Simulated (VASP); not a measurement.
# Si2Mo: single point with PBE

Si2Mo:

```xyz
3
Lattice="-1.5655 1.5655 3.9366 1.5655 -1.5655 3.9366 1.5655 1.5655 -3.9366" Properties=species:S:1:pos:R:3 pbc="T T T"
Si   -0.0386    0.0000    2.6383
Si    0.0386    0.0000    5.2349
Mo    0.0000    0.0000    0.0000
```

This cell differs from its parent crystal: atoms displaced along a vibrational mode, the cell strained.

* Program: VASP 6.6.1
* Task: single point
* Functional: PBE
* Potentials or basis: VASP PAW PBE potentials, release 64 (Si, Mo_sv)
* Cutoff: 520 eV
* k mesh: 18 × 18 × 18
* Occupations: gaussian, width 0.15 eV
* Spin: no spin polarisation
* Dipole correction: no
* Further INCAR settings: ALGO = Normal; EDIFF = 1e-06; NBANDS = 18

```json
{
 "Pressure": "12.6 GPa",
 "Largest force": "0.521 eV/Å",
 "Band gap on the k mesh": "zero (bands 11 and 12 overlap by 0.91 eV)"
}
```

Forces on the atoms (eV/Å):
```
Si   0.510  0.000 -0.110
Si  -0.510  0.000  0.110
Mo   0.000  0.000  0.000
```

Stress tensor (GPa, compression positive):
```
15.72  0.00 -0.75
 0.00 16.01  0.00
-0.75  0.00  6.16
```

Levels at points of the mesh, in eV from the Fermi level:
| k point | band 7 | band 8 | band 9 | band 10 | band 11 | band 12 | band 13 | band 14 | band 15 | band 16 |
| --- | --- | --- | --- | --- | --- | --- | --- | --- | --- | --- |
| (0.00, 0.00, 0.00) | -3.75 | -3.35 | -2.68 | -2.66 | 0.48 | 2.98 | 3.42 | 3.79 | 3.90 | 4.10 |
| (0.50, 0.00, 0.00) | -5.27 | -4.71 | -2.85 | -2.61 | -0.53 | 2.45 | 3.29 | 3.98 | 4.19 | 5.69 |
| (0.00, 0.50, 0.00) | -5.18 | -4.67 | -2.81 | -2.69 | -0.53 | 2.46 | 3.57 | 4.04 | 4.11 | 5.55 |
| (0.50, 0.00, 0.50) | -5.36 | -4.75 | -2.84 | -2.58 | -0.55 | 2.45 | 3.00 | 3.92 | 4.28 | 5.86 |
| (0.50, 0.50, 0.00) | -5.90 | -5.18 | -4.61 | -3.43 | -1.23 | 2.54 | 2.83 | 2.99 | 3.15 | 4.70 |
| (0.50, 0.50, 0.50) | -3.81 | -2.38 | -0.70 | -0.68 | -0.35 | -0.33 | 0.60 | 4.38 | 5.45 | 5.89 |

Wall time 11 min on 1 thread of AMD EPYC 9R45 96-Core Processor (Zen 5), on a shared host, peak memory 1 GiB.

Caveat: the cell differs from its parent crystal (atoms displaced along a vibrational mode, the cell strained); the stress differs along the axes, from 6 to 16 GPa.
